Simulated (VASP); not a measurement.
Zn2S, 3 atoms in the cell. The structure is hexagonal, space group P6/mmm (No. 191). The conventional cell has a = 4.202 Å, b = 4.202 Å, c = 3.572 Å, α = 90.00°, β = 90.00°, γ = 120.00°. Zn (site symmetry -6m2) has 3 Zn at 2.43 Å and 6 S at 3.01 Å within 3.2 Å. Within 4.0 Å of S (site symmetry 6/mmm) lie 12 Zn at 3.01 Å and 2 S at 3.57 Å. 

* Program: VASP 6.6.1
* Task: single point
* Functional: PBE
* Dispersion: D3(BJ)
* Potentials or basis: VASP PAW PBE potentials, release 64 (Zn, S)
* Cutoff: 500 eV
* k mesh: 12 × 12 × 14
* Occupations: gaussian, width 0.1 eV
* Spin: no spin polarisation
* Dipole correction: no
* Further INCAR settings: ALGO = Normal; EDIFF = 1e-06; NBANDS = 22

Potentials or basis: VASP PAW PBE potentials, release 64 (Zn, S).

Run with:

```bash
$ cat potpaw_PBE.64/Zn/POTCAR potpaw_PBE.64/S/POTCAR > POTCAR
$ mpirun -np 1 vasp_std > vasp.out
```

Hardware: 1 thread of Intel Xeon 8259CL, on a shared host.

Task: Estimate the wall time of this run.

Result: Run time: 3.1 min on 1 thread of Intel Xeon 8259CL (shared host), peak memory 0.29 GiB. Counts: scf iterations 12, k points 152.
